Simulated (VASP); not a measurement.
# HgF6 (Fm-3m) in VASP: notebook

HgF6 is run at these levels: PBE; tasks: single point, relaxation of cell and atoms.

Program: VASP 6.6.1. These are calculated values, not measurements. Logs are shortened: lines on timing, memory, paths and dates and some standing lists are left out, and cuts for length are marked.

## (1) The cell of the first run

The structure is cubic, space group Fm-3m (No. 225). Conventional cell: a = 7.086 Å, b = 7.086 Å, c = 7.086 Å, α = 90.00°, β = 90.00°, γ = 90.00°. Hg (site symmetry m-3m) has 12 F at 2.51 Å within 3.3 Å. Within 3.3 Å of F (site symmetry mmm) lie 2 Hg at 2.51 Å and 8 F at 2.51 Å.

## (2) Single point, PBE

File INCAR:

```
ALGO = Normal
EDIFF = 1E-6
ENCUT = 520
GGA = PE
ISIF = 2
ISMEAR = 0
LASPH = T
LCHARG = F
LREAL = F
LWAVE = F
NBANDS = 36
NELM = 100
PREC = Accurate
SIGMA = 0.1
```

File KPOINTS:

```
k-points
0
Gamma
  10 10 10
```

File POSCAR:

```
HgF6
1.0
    0.0000000000      3.5432207584      3.5432207584
    3.5432207584      0.0000000000      3.5432207584
    3.5432207584      3.5432207584      0.0000000000
Hg F
1 6
Direct
    0.0000000000      0.0000000000      0.0000000000
    0.5000000000      0.5000000000      0.0000000000
    0.5000000000      0.0000000000      0.5000000000
    0.0000000000      0.0000000000      0.5000000000
    0.0000000000      0.5000000000      0.0000000000
    0.0000000000      0.5000000000      0.5000000000
    0.5000000000      0.0000000000      0.0000000000
```

Potentials or basis: VASP PAW PBE potentials, release 64 (Hg, F).

On the command line:

```sh
$ cat potpaw_PBE.64/Hg/POTCAR potpaw_PBE.64/F/POTCAR > POTCAR
$ mpirun -np 1 vasp_std > vasp.out
```

OUTCAR:

```text
EDIFF = 1E-6
   ENCUT = 520
   GGA = PE
   ISIF = 2
   ISMEAR = 0
   LASPH = T
   LREAL = F
   NELM = 100
   PREC = Accurate

 ion  position               nearest neighbor table
   1  0.000  0.000  0.000-   4 2.51   5 2.51   7 2.51   3 2.51   4 2.51   6 2.51   2 2.51   5 2.51
                             6 2.51   2 2.51   3 2.51   7 2.51
   2  0.500  0.500  0.000-   1 2.51   1 2.51
   3  0.500  0.000  0.500-   1 2.51   1 2.51
   4  0.000  0.000  0.500-   1 2.51   1 2.51
   5  0.000  0.500  0.000-   1 2.51   1 2.51
   6  0.000  0.500  0.500-   1 2.51   1 2.51
   7  0.500  0.000  0.000-   1 2.51   1 2.51

  LATTYP: Found a face centered cubic cell.
 ALAT       =     7.0864415168

  Lattice vectors:

 A1 = (   0.0000000000,   3.5432207584,   3.5432207584)
 A2 = (   3.5432207584,   0.0000000000,   3.5432207584)
 A3 = (   3.5432207584,   3.5432207584,   0.0000000000)

Analysis of symmetry for initial positions (statically):
=====================================================================
 Subroutine PRICEL returns:
 Original cell was already a primitive cell.

 Routine SETGRP: Setting up the symmetry group for a
 face centered cubic supercell.

 Subroutine GETGRP returns: Found 48 space group operations
 (whereof 48 operations were pure point group operations)
 out of a pool of 48 trial point group operations.

The static configuration has the point symmetry O_h .

Analysis of symmetry for dynamics (positions and initial velocities):
=====================================================================
 Subroutine PRICEL returns:
 Original cell was already a primitive cell.

 Routine SETGRP: Setting up the symmetry group for a
 face centered cubic supercell.

 Subroutine GETGRP returns: Found 48 space group operations
 (whereof 48 operations were pure point group operations)
 out of a pool of 48 trial point group operations.

The dynamic configuration has the point symmetry O_h .

 Subroutine INISYM returns: Found 48 space group operations
 (whereof 48 operations are pure point group operations),
 and found     1 'primitive' translations

----------------------------------------------------------------------------------------

                                     Primitive cell

  volume of cell :      88.9661

  direct lattice vectors                    reciprocal lattice vectors
     0.000000000  3.543220758  3.543220758    -0.141114549  0.141114549  0.141114549
     3.543220758  0.000000000  3.543220758     0.141114549 -0.141114549  0.141114549
     3.543220758  3.543220758  0.000000000     0.141114549  0.141114549 -0.141114549

  length of vectors
     5.010870851  5.010870851  5.010870851     0.244417569  0.244417569  0.244417569

  position of ions in fractional coordinates (direct lattice)
     0.000000000  0.000000000  0.000000000
     0.500000000  0.500000000  0.000000000
     0.500000000  0.000000000  0.500000000
     0.000000000  0.000000000  0.500000000
     0.000000000  0.500000000  0.000000000
     0.000000000  0.500000000  0.500000000
     0.500000000  0.000000000  0.000000000

  ion indices of the primitive-cell ions
   primitive index   ion index
                 1           1
                 2           2
                 3           3
                 4           4
                 5           5
                 6           6
                 7           7

----------------------------------------------------------------------------------------

 KPOINTS: k-points

Automatic generation of k-mesh.
 Grid dimensions read from file:
 generate k-points for:   10   10   10

 Generating k-lattice:

  Cartesian coordinates                     Fractional coordinates (reciprocal lattice)
    -0.014111455  0.014111455  0.014111455     0.100000000  0.000000000  0.000000000
     0.014111455 -0.014111455  0.014111455     0.000000000  0.100000000  0.000000000
     0.014111455  0.014111455 -0.014111455     0.000000000  0.000000000  0.100000000

  Length of vectors
     0.024441757  0.024441757  0.024441757

  Shift w.r.t. Gamma in fractional coordinates (k-lattice)
     0.000000000  0.000000000  0.000000000

 Subroutine IBZKPT returns following result:
 ===========================================

 Found     47 irreducible k-points:

 Following reciprocal coordinates:
            Coordinates               Weight
  0.000000  0.000000  0.000000      1.000000
  0.100000  0.000000  0.000000      8.000000
  0.200000  0.000000  0.000000      8.000000
  0.300000  0.000000  0.000000      8.000000
  0.400000  0.000000  0.000000      8.000000
  0.500000  0.000000  0.000000      4.000000
[... 16 lines left out ...]
  0.300000  0.300000  0.000000      6.000000
  0.400000  0.300000  0.000000     24.000000
 [... further k-points ...]
   k-points           NKPTS =     47   k-points in BZ     NKDIM =     47   number of bands    NBANDS=     36
   number of dos      NEDOS =    301   number of ions     NIONS =      7
   total plane-waves  NPLWV =  64000
   dimension x,y,z NGX =    40 NGY =   40 NGZ =   40
   dimension x,y,z NGXF=    80 NGYF=   80 NGZF=   80
   ions per type =               1   6
   NGX,Y,Z   is equivalent  to a cutoff of  13.27, 13.27, 13.27 a.u.
   NGXF,Y,Z  is equivalent  to a cutoff of  26.54, 26.54, 26.54 a.u.
 SYSTEM =  unknown system
   PREC   = accura    normal or accurate (medium, high low for compatibility)
   ISTART =      0    job   : 0-new  1-cont  2-samecut
   ICHARG =      2    charge: 1-file 2-atom 10-const
   ISPIN  =      1    spin polarized calculation?
   LNONCOLLINEAR =      F non collinear calculations
   LSORBIT =      F    spin-orbit coupling
   LASPH  =      T    aspherical Exc in radial PAW
   ENCUT  =  520.0 eV  38.22 Ry    6.18 a.u.   9.32  9.32  9.32*2*pi/ulx,y,z
   NELM   =    100;   NELMIN=  2; NELMDL= -5     # of ELM steps
   EDIFF  = 0.1E-05   stopping-criterion for ELM
   LREAL  =      F    real-space projection
   EDIFFG = 0.1E-04   stopping-criterion for IOM
   NSW    =      0    number of steps for IOM
   IBRION =     -1    ionic relax: 0-MD 1-quasi-New 2-CG
   NFREE  =      0    steps in history (QN), initial steepest desc. (CG)
   ISIF   =      2    stress and relaxation
   ISYM   =      2    0-nonsym 1-usesym 2-fastsym
   POTIM  = 0.5000    time-step for ionic-motion
   TEBEG  =    0.0;   TEEND  =   0.0 temperature during run
   PSTRESS=    0.0 pullay stress
   NELECT =      54.0000    total number of electrons
   NUPDOWN=      -1.0000    fix difference up-down
   EMIN   =  10.00;   EMAX   =-10.00  energy-range for DOS
   EFERMI =   0.00;   METHOD = LEGACY
   ISMEAR =     0;   SIGMA  =   0.10  broadening in eV -4-tet -1-fermi 0-gaus
   EFERMI_NEDOS =   21; number of points for ismear=-14 and -15
   IALGO  =     38    algorithm
   IMIX   =      4    mixing-type and parameters
     AMIX     =   0.40;   BMIX     =  1.00
     AMIX_MAG =   1.60;   BMIX_MAG =  1.00
  volume/ion in A,a.u.               =      12.71        85.77
  Fermi-wavevector in a.u.,A,eV,Ry     =   1.386111  2.619369 26.140908  1.921303
  Thomas-Fermi vector in A             =   2.510457
   LORBIT       =      0    0 simple, 1 ext, 2 COOP (PROOUT), +10 PAW based schemes
   GGA     = PE    functional components
   LHFCALC =     F    Hartree Fock is set to
   AEXX    =    0.0000 exact exchange contribution
   IVDW    =     0    specifies the selected vdW correction
   LEPSILON=     F    determine dielectric tensor
   LRPA    =     F    only Hartree local field effects (RPA)
 non-spin polarized calculation
 Gauss-broadening in eV      SIGMA  =   0.10
  energy-cutoff  :      520.00
  volume of cell :       88.97
 maximum number of plane-waves:      2421
 NGX is ok and might be reduce to    40
   NGX = 19   NGY = 19   NGZ = 19

 number of electron      54.0000010 magnetization

 Free energy of the ion-electron system (eV)
  ---------------------------------------------------
  ext. energy  EPLUGINS =         0.00000000
  ---------------------------------------------------
  free energy    TOTEN  =       -11.03896419 eV

  energy without entropy =      -10.87002821  energy(sigma->0) =      -10.95449620

 E-fermi :  -3.0486     XC(G=0):  -9.8189

 val. band max:       -3.0496661179   @ k =   0.4000   0.4000   0.0000
 cond. band min:      -3.0485417386   @ k =   0.2000   0.1000   0.0000
 fundamental gap:      0.0011243793
 Fermi energy:        -3.0486107356

 k-point     1 :       0.0000    0.0000    0.0000
  band No.  band energies     occupation
      1     -24.0571      2.00000
      2     -23.0627      2.00000
      3     -23.0627      2.00000
      4     -23.0627      2.00000
      5     -22.6338      2.00000
      6     -22.6338      2.00000
[... 28 lines left out ...]
     35      13.7986      0.00000
     36      15.6726      0.00000

 k-point     2 :       0.1000    0.0000    0.0000
  band No.  band energies     occupation
      1     -24.0334      2.00000
      2     -23.0871      2.00000
      3     -23.0520      2.00000
      4     -23.0520      2.00000
      5     -22.6445      2.00000
      6     -22.6445      2.00000
[... 28 lines left out ...]
     35      13.8431      0.00000
     36      15.5386      0.00000

 k-point     3 :       0.2000    0.0000    0.0000
  band No.  band energies     occupation
      1     -23.9653      2.00000
      2     -23.1603      2.00000
      3     -23.0224      2.00000
      4     -23.0224      2.00000
      5     -22.6754      2.00000
      6     -22.6754      2.00000
[... 28 lines left out ...]
     35      13.9249      0.00000
     36      15.2666      0.00000
[... 742 lines left out ...]
 k-point    23 :       0.3000    0.3000    0.0000
  band No.  band energies     occupation
      1     -23.7999      2.00000
      2     -23.0860      2.00000
      3     -23.0712      2.00000
      4     -23.0712      2.00000
      5     -22.8933      2.00000
      6     -22.6127      2.00000
[... 28 lines left out ...]
     35      14.2432      0.00000
     36      15.5111      0.00000

 k-point    24 :       0.4000    0.3000    0.0000
  band No.  band energies     occupation
      1     -23.7098      2.00000
      2     -23.1830      2.00000
      3     -23.0626      2.00000
      4     -22.9937      2.00000
      5     -22.9700      2.00000
      6     -22.6203      2.00000
[... 28 lines left out ...]
     35      14.4359      0.00000
     36      15.5441      0.00000

 [... further k-points ...]

------------------------ aborting loop because EDIFF is reached ----------------------------------------

  FORCE on cell =-STRESS in cart. coord.  units (eV):
  Direction    XX          YY          ZZ          XY          YZ          ZX
  --------------------------------------------------------------------------------------
  -------------------------------------------------------------------------------------
  Total       -0.0125069     -0.0125069     -0.0125069     -0.0000000     -0.0000000     -0.0000000
  in kB       -0.2252354     -0.2252354     -0.2252354     -0.0000000     -0.0000000     -0.0000000
  external PRESSURE =      -0.2252354 kB  Pullay stress =       0.0000000 kB

 VOLUME and BASIS-vectors are now :
 -----------------------------------------------------------------------------
  energy-cutoff  :      520.00
  volume of cell :       88.97
      direct lattice vectors                 reciprocal lattice vectors
     0.000000000  3.543220758  3.543220758    -0.141114549  0.141114549  0.141114549
     3.543220758  0.000000000  3.543220758     0.141114549 -0.141114549  0.141114549
     3.543220758  3.543220758  0.000000000     0.141114549  0.141114549 -0.141114549

 POSITION                                       TOTAL-FORCE (eV/Angst)
 -----------------------------------------------------------------------------------
      0.00000      0.00000      0.00000        -0.000000     -0.000000      0.000000
      1.77161      1.77161      3.54322        -0.000000     -0.000000     -0.000000
      1.77161      3.54322      1.77161        -0.000000      0.000000     -0.000000
      1.77161      1.77161      0.00000         0.000000     -0.000000     -0.000000
      1.77161      0.00000      1.77161         0.000000     -0.000000      0.000000
      3.54322      1.77161      1.77161         0.000000      0.000000      0.000000
      0.00000      1.77161      1.77161         0.000000     -0.000000      0.000000
 -----------------------------------------------------------------------------------
    total drift:                                0.000000     -0.000000      0.000000

  FREE ENERGIE OF THE ION-ELECTRON SYSTEM (eV)
  ---------------------------------------------------
  free  energy   TOTEN  =       -11.0389641908 eV

  energy  without entropy=      -10.8700282127  energy(sigma->0) =      -10.95449620
```

Run time: 1.7 min. Hardware: 1 thread of Intel Xeon 6975P-C (Granite Rapids), shared host; peak memory 0.3 GiB.

What came out:

| Item | Value |
| --- | --- |
| Free energy | -11.0390 eV |
| Pressure | 0.0 GPa |
| Band gap on the k mesh | zero (band 27 reaches -2.98 eV, above the bottom of band 28 at -3.09 eV) |

Levels at points of the mesh, in eV from the Fermi level:
```
           k point  band 25  band 26  band 27  band 28  band 29  band 30
(0.00, 0.00, 0.00)     0.07     0.07     0.07     0.10     0.10     2.14
(0.50, 0.00, 0.00)    -0.16     0.05     0.05     0.10     0.10     4.66
(0.50, 0.50, 0.00)    -0.38     0.04     0.04     0.09     0.12     5.26
```

Caveat: spin-orbit coupling is left out, which moves the levels of the heavy elements.

## (3) Relaxation of cell and atoms, PBE

This run uses another cell than the first one, of 12.67 Å³/atom, 0.997 times its volume.

File INCAR:

```
SYSTEM = HgF6
  PREC = Accurate
  ENCUT = 600
  EDIFF = 1E-6
  ISMEAR = 0
  SIGMA = 0.1
  LREAL = .False.
  LASPH = .True.
  NELM = 100
  ALGO = Normal
  ISIF = 3
  LWAVE = .False.
  LCHARG = .False.
  GGA = PE
  IBRION = 2
  NSW = 100
  EDIFFG = -0.01
```

File KPOINTS:

```
Automatic mesh
0
Gamma
  10 10 10
  0 0 0
```

POSCAR: that of step 2 with these lines changed.

```diff
@@ -2,5 +2,5 @@
 1.0
-    0.0000000000      3.5432207584      3.5432207584
-    3.5432207584      0.0000000000      3.5432207584
-    3.5432207584      3.5432207584      0.0000000000
+    0.0000000000      3.5390906694      3.5390906694
+    3.5390906694      0.0000000000      3.5390906694
+    3.5390906694      3.5390906694      0.0000000000
 Hg F
```

Potentials or basis: VASP PAW PBE potentials, release 64 (Hg, F).

On the command line:

```sh
$ cat potpaw_PBE.64/Hg/POTCAR potpaw_PBE.64/F/POTCAR > POTCAR
$ mpirun -np 1 vasp_std > vasp.out
```

Run time: 2.2 min. Hardware: 1 thread of Intel Xeon 6975P-C (Granite Rapids), shared host; peak memory 0.31 GiB.

Results (log left out):

- Free energy: -11.0411 eV
- Relaxed volume: 12.69 Å³/atom
- Relaxed cell: a = 5.009 Å, b = 5.009 Å, c = 5.009 Å, α = 60.00°, β = 60.00°, γ = 60.00°
- Space group after relaxing (to 0.05 Å): Fm-3m (No. 225)
- Energy gained by relaxing: 0.0 meV/atom
- Ionic steps: 2
- Pressure after relaxing: 0.1 GPa
- Band gap on the k mesh: zero (band 27 reaches -2.97 eV, above the bottom of band 28 at -3.08 eV)

Step by step:
```
step  energy change (eV)  largest force (eV/Å)  pressure (GPa)  volume (Å³)
   1              0.0000                0.0000            0.19        88.66
   2             -0.0002                0.0000            0.08        88.85
```

Final structure:
```
CELL_PARAMETERS angstrom
0.00000 3.54168 3.54168
3.54168 0.00000 3.54168
3.54168 3.54168 0.00000
ATOMIC_POSITIONS crystal
Hg 0.00000 0.00000 0.00000
F 0.50000 0.50000 0.00000
F 0.50000 0.00000 0.50000
F 0.00000 0.00000 0.50000
F 0.00000 0.50000 0.00000
F 0.00000 0.50000 0.50000
F 0.50000 0.00000 0.00000
```

Levels at points of the mesh, in eV from the Fermi level:
```csv
k point,band 25,band 26,band 27,band 28,band 29,band 30
"(0.00, 0.00, 0.00)",0.07,0.07,0.07,0.10,0.10,2.15
"(0.50, 0.00, 0.00)",-0.16,0.05,0.05,0.10,0.10,4.67
"(0.50, 0.50, 0.00)",-0.38,0.04,0.04,0.09,0.12,5.27
```

Caveat: spin-orbit coupling is left out, which moves the levels of the heavy elements.
